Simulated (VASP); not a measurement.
# BaTiO3 (Amm2) in VASP: further runs

The runs below take BaTiO3 through single point, with LDA, PBE.

Program: VASP 6.6.1. These are calculated values, not measurements. Logs are shortened: lines on timing, memory, paths and dates and some standing lists are left out, and cuts for length are marked.

## Step 1: The cell of the first run

It takes space group Amm2 (No. 38, orthorhombic). Conventional cell: a = 3.986 Å, b = 5.674 Å, c = 5.690 Å, α = 90.00°, β = 90.00°, γ = 90.00°. Ba (site symmetry mm2) has 12 O at 2.77 to 2.92 Å and 8 Ti at 3.42 to 3.53 Å within 3.7 Å. Ti (site symmetry mm2) has 6 O at 1.93 to 2.09 Å within 2.6 Å. O (site symmetry m) has 2 Ti at 1.93 to 2.09 Å within 2.6 Å. O (site symmetry mm2) has 2 Ti at 2.00 Å within 2.6 Å.

## Step 2: Single point, LDA

Contents of INCAR:

```
PREC = Accurate
ENCUT = 520
EDIFF = 1E-7
ISMEAR = -1
SIGMA = 0.05
LREAL = False
LASPH = True
NELM = 80
ALGO = Normal
ISIF = 2
LWAVE = False
LCHARG = False
GGA = CA
NBANDS = 28
```

Contents of KPOINTS:

```
Automatic mesh
0
Gamma
  7 7 7
```

Contents of POSCAR:

```
BaTiO3
1.0
    3.9855000000      0.0000000000      0.0000000000
    0.0000000000      2.8369000000      2.8451500000
    0.0000000000     -2.8369000000      2.8451500000
Ba Ti O
1 1 3
Direct
    0.0000000000      0.0000000000      0.0000000000
    0.5000000000      0.5124000000      0.5124000000
    0.5000000000      0.9918400000      0.5052400000
    0.5000000000      0.5052400000      0.9918400000
    0.0000000000      0.4874000000      0.4874000000
```

Potentials or basis: VASP PAW LDA potentials, release 64 (Ba_sv, Ti_sv, O).

On the command line:

```console
$ cat potpaw_LDA.64/Ba_sv/POTCAR potpaw_LDA.64/Ti_sv/POTCAR potpaw_LDA.64/O/POTCAR > POTCAR
$ mpirun -np 1 vasp_std > vasp.out
```

OUTCAR:

```text
PREC = Accurate
   ENCUT = 520
   EDIFF = 1E-7
   ISMEAR = -1
   LREAL = False
   LASPH = True
   NELM = 80
   ISIF = 2
   GGA = CA

 ion  position               nearest neighbor table
   1  0.000  0.000  0.000-   5 2.77   4 2.81   3 2.81   3 2.81   4 2.81   5 2.84   5 2.84   4 2.84
                             3 2.84   3 2.84   4 2.84   5 2.92   2 3.42   2 3.42   2 3.47   2 3.47
   2  0.500  0.512  0.512-   3 1.93   4 1.93   5 2.00   5 2.00   3 2.09   4 2.09   1 3.42   1 3.42
                             1 3.47   1 3.47   1 3.47   1 3.47   1 3.53   1 3.53
   3  0.500  0.992  0.505-   2 1.93   2 2.09   1 2.81   1 2.81   1 2.84   1 2.84
   4  0.500  0.505  0.992-   2 1.93   2 2.09   1 2.81   1 2.81   1 2.84   1 2.84
   5  0.000  0.487  0.487-   2 2.00   2 2.00   1 2.77   1 2.84   1 2.84   1 2.92

  LATTYP: Found a base centered orthorhombic cell.
 ALAT       =     5.6738000000
 B/A-ratio  =     1.0029081039
 C/A-ratio  =     0.7024392823

  Lattice vectors:

 A1 = (   0.0000000000,   2.8369000000,  -2.8451500000)
 A2 = (   0.0000000000,   2.8369000000,   2.8451500000)
 A3 = (   3.9855000000,   0.0000000000,   0.0000000000)

Analysis of symmetry for initial positions (statically):
=====================================================================
 Subroutine PRICEL returns:
 Original cell was already a primitive cell.

 Routine SETGRP: Setting up the symmetry group for a
 base centered orthorhombic supercell.

 Subroutine GETGRP returns: Found  4 space group operations
 (whereof  4 operations were pure point group operations)
 out of a pool of  8 trial point group operations.

The static configuration has the point symmetry C_2v.

Analysis of symmetry for dynamics (positions and initial velocities):
=====================================================================
 Subroutine PRICEL returns:
 Original cell was already a primitive cell.

 Routine SETGRP: Setting up the symmetry group for a
 base centered orthorhombic supercell.

 Subroutine GETGRP returns: Found  4 space group operations
 (whereof  4 operations were pure point group operations)
 out of a pool of  8 trial point group operations.

The dynamic configuration has the point symmetry C_2v.

 Subroutine INISYM returns: Found  4 space group operations
 (whereof  4 operations are pure point group operations),
 and found     1 'primitive' translations

----------------------------------------------------------------------------------------

                                     Primitive cell

  volume of cell :      64.3372

  direct lattice vectors                    reciprocal lattice vectors
     3.985500000  0.000000000  0.000000000     0.250909547  0.000000000  0.000000000
     0.000000000  2.836900000  2.845150000     0.000000000  0.176248722  0.175737659
     0.000000000 -2.836900000  2.845150000     0.000000000 -0.176248722  0.175737659

  length of vectors
     3.985500000  4.017820321  4.017820321     0.250909547  0.248892219  0.248892219

  position of ions in fractional coordinates (direct lattice)
     0.000000000  0.000000000  0.000000000
     0.500000000  0.512400000  0.512400000
     0.500000000  0.991840000  0.505240000
     0.500000000  0.505240000  0.991840000
     0.000000000  0.487400000  0.487400000

  ion indices of the primitive-cell ions
   primitive index   ion index
                 1           1
                 2           2
                 3           3
                 4           4
                 5           5

----------------------------------------------------------------------------------------

 KPOINTS: Automatic mesh

Automatic generation of k-mesh.
 Grid dimensions read from file:
 generate k-points for:    7    7    7

 Generating k-lattice:

  Cartesian coordinates                     Fractional coordinates (reciprocal lattice)
     0.035844221  0.000000000  0.000000000     0.142857143  0.000000000  0.000000000
     0.000000000  0.025178389  0.025105380     0.000000000  0.142857143  0.000000000
     0.000000000 -0.025178389  0.025105380     0.000000000  0.000000000  0.142857143

  Length of vectors
     0.035844221  0.035556031  0.035556031

  Shift w.r.t. Gamma in fractional coordinates (k-lattice)
     0.000000000  0.000000000  0.000000000

 Subroutine IBZKPT returns following result:
 ===========================================

 Found     64 irreducible k-points:

 Following reciprocal coordinates:
            Coordinates               Weight
  0.000000  0.000000  0.000000      1.000000
  0.142857  0.000000  0.000000      2.000000
  0.285714  0.000000  0.000000      2.000000
  0.428571  0.000000  0.000000      2.000000
  0.000000  0.142857 -0.000000      4.000000
  0.142857  0.142857 -0.000000      8.000000
[... 16 lines left out ...]
  0.285714  0.285714  0.142857      8.000000
  0.428571  0.285714  0.142857      8.000000
 [... further k-points ...]
   k-points           NKPTS =     64   k-points in BZ     NKDIM =     64   number of bands    NBANDS=     28
   number of dos      NEDOS =    301   number of ions     NIONS =      5
   total plane-waves  NPLWV =  27000
   dimension x,y,z NGX =    30 NGY =   30 NGZ =   30
   dimension x,y,z NGXF=    60 NGYF=   60 NGZF=   60
   ions per type =               1   1   3
   NGX,Y,Z   is equivalent  to a cutoff of  12.51, 12.41, 12.41 a.u.
   NGXF,Y,Z  is equivalent  to a cutoff of  25.03, 24.83, 24.83 a.u.
 SYSTEM =  unknown system
   PREC   = accura    normal or accurate (medium, high low for compatibility)
   ISTART =      0    job   : 0-new  1-cont  2-samecut
   ICHARG =      2    charge: 1-file 2-atom 10-const
   ISPIN  =      1    spin polarized calculation?
   LNONCOLLINEAR =      F non collinear calculations
   LSORBIT =      F    spin-orbit coupling
   LASPH  =      T    aspherical Exc in radial PAW
   ENCUT  =  520.0 eV  38.22 Ry    6.18 a.u.   7.41  7.47  7.47*2*pi/ulx,y,z
   NELM   =     80;   NELMIN=  2; NELMDL= -5     # of ELM steps
   EDIFF  = 0.1E-06   stopping-criterion for ELM
   LREAL  =      F    real-space projection
   EDIFFG = 0.1E-05   stopping-criterion for IOM
   NSW    =      0    number of steps for IOM
   IBRION =     -1    ionic relax: 0-MD 1-quasi-New 2-CG
   NFREE  =      0    steps in history (QN), initial steepest desc. (CG)
   ISIF   =      2    stress and relaxation
   ISYM   =      2    0-nonsym 1-usesym 2-fastsym
   POTIM  = 0.5000    time-step for ionic-motion
   TEBEG  =    0.0;   TEEND  =   0.0 temperature during run
   PSTRESS=    0.0 pullay stress
   NELECT =      40.0000    total number of electrons
   NUPDOWN=      -1.0000    fix difference up-down
   EMIN   =  10.00;   EMAX   =-10.00  energy-range for DOS
   EFERMI =   0.00;   METHOD = LEGACY
   ISMEAR =    -1;   SIGMA  =   0.05  broadening in eV -4-tet -1-fermi 0-gaus
   EFERMI_NEDOS =   21; number of points for ismear=-14 and -15
   IALGO  =     38    algorithm
   IMIX   =      4    mixing-type and parameters
     AMIX     =   0.40;   BMIX     =  1.00
     AMIX_MAG =   1.60;   BMIX_MAG =  1.00
  volume/ion in A,a.u.               =      12.87        86.83
  Fermi-wavevector in a.u.,A,eV,Ry     =   1.397250  2.640420 26.562762  1.952308
  Thomas-Fermi vector in A             =   2.520525
   LORBIT       =      0    0 simple, 1 ext, 2 COOP (PROOUT), +10 PAW based schemes
   GGA     = CA    functional components
   LHFCALC =     F    Hartree Fock is set to
   AEXX    =    0.0000 exact exchange contribution
   IVDW    =     0    specifies the selected vdW correction
   LEPSILON=     F    determine dielectric tensor
   LRPA    =     F    only Hartree local field effects (RPA)
 non-spin polarized calculation
  energy-cutoff  :      520.00
  volume of cell :       64.34
 maximum number of plane-waves:      1757
 NGX is ok and might be reduce to    30
   NGX = 15   NGY = 15   NGZ = 15

 number of electron      39.9999995 magnetization

 Free energy of the ion-electron system (eV)
  ---------------------------------------------------
  ext. energy  EPLUGINS =         0.00000000
  ---------------------------------------------------
  free energy    TOTEN  =       -44.10155087 eV

  energy without entropy =      -44.10155086  energy(sigma->0) =      -44.10155086

 E-fermi :   4.3980     XC(G=0): -11.7160

 val. band max:        3.4224680195   @ k =   0.4286   0.4286   0.4286
 cond. band min:       5.2558439849   @ k =   0.0000   0.0000   0.0000
 fundamental gap:      1.8333759654
 Fermi energy:         4.3979862020

 k-point     1 :       0.0000    0.0000    0.0000
  band No.  band energies     occupation
      1     -52.3264      2.00000
      2     -28.9563      2.00000
      3     -28.9543      2.00000
      4     -28.9395      2.00000
      5     -21.1774      2.00000
      6     -13.0759      2.00000
[... 20 lines left out ...]
     27       8.4282      0.00000
     28      10.6345      0.00000

 k-point     2 :       0.1429    0.0000    0.0000
  band No.  band energies     occupation
      1     -52.3262      2.00000
      2     -28.9559      2.00000
      3     -28.9540      2.00000
      4     -28.9501      2.00000
      5     -21.1542      2.00000
      6     -13.0896      2.00000
[... 20 lines left out ...]
     27       8.8177      0.00000
     28      11.1288      0.00000

 k-point     3 :       0.2857    0.0000    0.0000
  band No.  band energies     occupation
      1     -52.3257      2.00000
      2     -28.9740      2.00000
      3     -28.9550      2.00000
      4     -28.9529      2.00000
      5     -21.1011      2.00000
      6     -13.1880      2.00000
[... 20 lines left out ...]
     27       9.7864      0.00000
     28      11.7652      0.00000

 k-point     4 :       0.4286    0.0000    0.0000
  band No.  band energies     occupation
      1     -52.3253      2.00000
      2     -28.9930      2.00000
      3     -28.9542      2.00000
      4     -28.9521      2.00000
      5     -21.0576      2.00000
      6     -13.3053      2.00000
[... 578 lines left out ...]
     27      10.3959      0.00000
     28      11.7930      0.00000

 k-point    23 :       0.2857    0.2857    0.1429
  band No.  band energies     occupation
      1     -52.3249      2.00000
      2     -28.9847      2.00000
      3     -28.9717      2.00000
      4     -28.9621      2.00000
      5     -21.0302      2.00000
      6     -12.9370      2.00000
[... 20 lines left out ...]
     27      11.1482      0.00000
     28      11.7605      0.00000

 k-point    24 :       0.4286    0.2857    0.1429
  band No.  band energies     occupation
      1     -52.3245      2.00000
      2     -28.9903      2.00000
      3     -28.9836      2.00000
      4     -28.9614      2.00000
      5     -20.9974      2.00000
      6     -12.8936      2.00000
[... 20 lines left out ...]
     27      11.7471      0.00000
     28      11.8985      0.00000

 [... further k-points ...]
[... 5 lines left out ...]
  --------------------------------------------------------------------------------------
  -------------------------------------------------------------------------------------
  Total       -2.6108619     -2.5385234     -2.7922781      0.0000000      0.0000000      0.0000000
  in kB      -65.0178318    -63.2163991    -69.5356070      0.0000000      0.0000000      0.0000000
  external PRESSURE =     -65.9232793 kB  Pullay stress =       0.0000000 kB

 VOLUME and BASIS-vectors are now :
 -----------------------------------------------------------------------------
  energy-cutoff  :      520.00
  volume of cell :       64.34
      direct lattice vectors                 reciprocal lattice vectors
     3.985500000  0.000000000  0.000000000     0.250909547  0.000000000  0.000000000
     0.000000000  2.836900000  2.845150000     0.000000000  0.176248722  0.175737659
     0.000000000 -2.836900000  2.845150000     0.000000000 -0.176248722  0.175737659

 POSITION                                       TOTAL-FORCE (eV/Angst)
 -----------------------------------------------------------------------------------
      0.00000      0.00000      0.00000         0.000000      0.000000      0.161488
      1.99275      0.00000      2.91571         0.000000      0.000000      0.194923
      1.99275      1.38044      4.25942         0.000000     -0.036398     -0.293266
      1.99275     -1.38044      4.25942         0.000000      0.036398     -0.293266
      0.00000      0.00000      2.77345         0.000000      0.000000      0.230121
 -----------------------------------------------------------------------------------
    total drift:                                0.000000      0.000000      0.000710

  FREE ENERGIE OF THE ION-ELECTRON SYSTEM (eV)
  ---------------------------------------------------
  free  energy   TOTEN  =       -44.1015508651 eV

  energy  without entropy=      -44.1015508640  energy(sigma->0) =      -44.10155086
```

Wall time 3.1 min (1 thread of Intel Xeon 8259CL, shared host); peak memory 0.23 GiB.

Results:

```yaml
Free_energy: -44.1016 eV
Pressure: -6.6 GPa
Largest_force: 0.296 eV/Å
Band_gap_on_the_k_mesh: 1.83 eV (least direct gap 1.96 eV)
```

Forces in eV/Å, atoms in the order of the input:
```
Ba   0.000  0.000  0.161
Ti   0.000  0.000  0.195
O    0.000 -0.036 -0.293
O    0.000  0.036 -0.293
O    0.000  0.000  0.230
```

Stress tensor (GPa, compression positive):
```
-6.50  0.00  0.00
 0.00 -6.32  0.00
 0.00  0.00 -6.95
```

Levels at points of the mesh, in eV from the valence-band top:
```tsv
k point	band 17	band 18	band 19	band 20	band 21	band 22	band 23	band 24
(0.00, 0.00, 0.00)	-1.04	-0.29	-0.18	-0.13	1.83	1.90	2.06	4.12
```

Caveat: the cell stands under tension; spin-orbit coupling is left out, which moves the levels of the heavy elements; an odd mesh through Γ misses points on the zone boundary, where band edges can lie.

## Step 3: Single point, PBE

This run uses another cell than the first one, of 12.35 Å³/atom.

Contents of INCAR:

```
ALGO     = Normal         # electronic algorithm
EDIFF    = 1E-7           # SCF threshold, eV
ENCUT    = 520            # plane-wave cutoff, eV
GGA      = PE             # functional
ISIF     = 2              # what is computed and relaxed
ISMEAR   = -1             # smearing method
LASPH    = True           # aspherical terms in the spheres
LCHARG   = True           # write CHGCAR
LELF     = True           # ELF
LREAL    = False          # projectors in reciprocal space
LVHAR    = True         
LWAVE    = False          # write WAVECAR
NBANDS   = 28             # bands
NELM     = 60             # most SCF steps
PREC     = Accurate       # precision mode
SIGMA    = 0.05           # smearing width, eV
```

Contents of KPOINTS:

```
k-points
0
Gamma
  7 7 7
```

Edit POSCAR of step 2 so:

```diff
@@ -2,5 +2,5 @@
 1.0
-    3.9855000000      0.0000000000      0.0000000000
-    0.0000000000      2.8369000000      2.8451500000
-    0.0000000000     -2.8369000000      2.8451500000
+    3.9316352889      0.0000000000      0.0000000000
+    0.0000000000      2.7985588135      2.8066973133
+    0.0000000000     -2.7985588135      2.8066973133
 Ba Ti O
```

Potentials or basis: VASP PAW PBE potentials, release 64 (Ba_sv, Ti_sv, O).

On the command line:

```console
$ cat potpaw_PBE.64/Ba_sv/POTCAR potpaw_PBE.64/Ti_sv/POTCAR potpaw_PBE.64/O/POTCAR > POTCAR
$ mpirun -np 1 vasp_std > vasp.out
```

Run time: 3.9 min. Hardware: 1 thread of Intel Xeon 8259CL, shared host; peak memory 0.25 GiB.

The run converged. Its results:

```
Free energy            : -39.8431 eV
Pressure               : 12.0 GPa
Largest force          : 0.231 eV/Å
Band gap on the k mesh : 2.01 eV (least direct gap 2.10 eV)
```

Forces in eV/Å, atoms in the order of the input:
```
Ba   0.000  0.000  0.162
Ti   0.000  0.000 -0.073
O    0.000  0.182 -0.143
O    0.000 -0.182 -0.143
O    0.000  0.000  0.197
```

Stress tensor (GPa, compression positive):
```
12.19  0.00  0.00
 0.00 12.32  0.00
 0.00  0.00 11.62
```

Levels at points of the mesh, in eV from the valence-band top:
| k point | band 16 | band 17 | band 18 | band 19 | band 20 | band 21 | band 22 | band 23 | band 24 | band 25 |
| --- | --- | --- | --- | --- | --- | --- | --- | --- | --- | --- |
| (0.00, 0.00, 0.00) | -1.14 | -1.08 | -0.25 | -0.14 | -0.09 | 2.01 | 2.07 | 2.24 | 4.37 | 4.42 |

Caveat: the cell stands under pressure; spin-orbit coupling is left out, which moves the levels of the heavy elements; an odd mesh through Γ misses points on the zone boundary, where band edges can lie.
